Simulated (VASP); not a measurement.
Write the native input for VASP 6.6.1 that does the following.

```yaml
Task: single point
Functional: r2SCAN
Potentials_or_basis: VASP PAW PBE potentials, release 64 (Pt)
Cutoff: 520 eV
k_mesh: 23 × 23 × 23
Occupations: fermi-dirac, width 0.05 eV
Spin: collinear spin
Starting_moments: "[1.0] μB"
Dipole_correction: no
Further_INCAR_settings: ALGO = Normal; EDIFF = 1e-07; NBANDS = 15
```

Pt:

```
Pt
1.0
    -1.61086    1.61086    1.61086
     1.61086   -1.61086    1.61086
     1.61086    1.61086   -1.61086
Pt
1
Cartesian
  0.0000 0.0000 0.0000
```

This isn't the form of Pt at room conditions, which is fcc.

One way to write it, as run:

POSCAR

```
Pt
1.0
   -1.6108608232      1.6108608232      1.6108608232
    1.6108608232     -1.6108608232      1.6108608232
    1.6108608232      1.6108608232     -1.6108608232
Pt
1
Direct
    0.0000000000      0.0000000000      0.0000000000
```

INCAR.step1

```
  ALGO = Normal
  EDIFF = 1E-4
  ENCUT = 520
  GGA = PE
  ISMEAR = -1
  ISPIN = 2
  LASPH = True
  LCHARG = False
  LMAXMIX = 4
  LREAL = False
  LWAVE = True
  MAGMOM = 1
  NBANDS = 15
  NELM = 150
  PREC = Accurate
  SIGMA = 0.05
```

INCAR.step2

```
  ALGO = Normal
  EDIFF = 1E-7
  ENCUT = 520
  ISIF = 2
  ISMEAR = -1
  ISPIN = 2
  ISTART = 1
  LASPH = True
  LCHARG = False
  LMAXMIX = 4
  LMIXTAU = True
  LORBIT = 11
  LREAL = False
  LWAVE = False
  MAGMOM = 1
  METAGGA = R2SCAN
  NBANDS = 15
  NELM = 150
  PREC = Accurate
  SIGMA = 0.05
```

KPOINTS

```
k-points
0
Gamma
  23 23 23
```

Potentials or basis: VASP PAW PBE potentials, release 64 (Pt).

Run with:

```sh
$ cat potpaw_PBE.64/Pt/POTCAR > POTCAR
$ cp INCAR.step1 INCAR
$ mpirun -np 1 vasp_std > vasp.out
$ cp INCAR.step2 INCAR
$ mpirun -np 1 vasp_std > vasp.out
```

Results of the run:

```json
{
  "Pressure": "-16.0 GPa",
  "Band gap on the k mesh": "zero (filled and empty bands overlap)",
  "Net moment": "0.00 μB per cell",
  "Valence electrons inside the program's atomic spheres": "Pt 9.08"
}
```

Caveat: the cell stands under tension; the PAW data sets were made with another functional, which shifts forces and pressure a little; spin-orbit coupling is left out, which moves the levels of the heavy elements.

Wall time 4 min on 1 thread of Intel(R) Xeon(R) 6975P-C (Granite Rapids), with other jobs on the host, peak memory 0.26 GiB.
